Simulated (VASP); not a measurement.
Crystal: Cu3O2.

```
CELL_PARAMETERS angstrom
-2.02298 2.02298 3.67362
2.02298 -2.02298 3.67362
2.02298 2.02298 -3.67362
ATOMIC_POSITIONS crystal
Cu 0.00000 0.00000 0.00000
Cu 0.75000 0.25000 0.50000
Cu 0.25000 0.75000 0.50000
O 0.50000 0.00000 0.50000
O 0.00000 0.50000 0.50000
```

```yaml
Program: VASP 6.6.1
Task: relaxation of cell and atoms
Functional: RPBE
Potentials_or_basis: VASP PAW PBE potentials, release 64 (Cu, O)
Cutoff: 600 eV
k_mesh: 9 × 9 × 9
Occupations: fermi-dirac, width 0.05 eV
Spin: no spin polarisation
```

At the start: pressure 6.0 GPa; volume 12.03 Å³/atom.

Question: Where does the relaxation end?

Answer: Over 9 steps the energy falls by 11.5 meV/atom and the volume is 12.74 Å³/atom (+5.9 %); space group I4/mmm (No. 139, to 0.1 Å) before and after.

Step by step:
```
step  energy change (eV)  largest force (eV/Å)  pressure (GPa)  volume (Å³)
   1              0.0000                0.0000            6.03        60.14
   2             -0.0305                0.0000           -2.54        64.16
   3             -0.0468                0.0000            0.39        62.60
   4             -0.0553                0.0000            0.20        63.16
   5             -0.0577                0.0000            0.10        63.71
   6             -0.0577                0.0000            0.09        63.66
   7             -0.0577                0.0000            0.14        63.64
   8             -0.0577                0.0000           -0.09        63.75
   9             -0.0577                0.0000            0.02        63.68
```

Final structure:
```
Cu O
1.0
    -2.07196    2.07196    3.70821
     2.07196   -2.07196    3.70821
     2.07196    2.07196   -3.70821
Cu O
3 2
Direct
  0.00000 0.00000 0.00000
  0.75000 0.25000 0.50000
  0.25000 0.75000 0.50000
  0.50000 0.00000 0.50000
  0.00000 0.50000 0.50000
```

Caveat: the PAW data sets were made with another functional, which shifts forces and pressure a little.
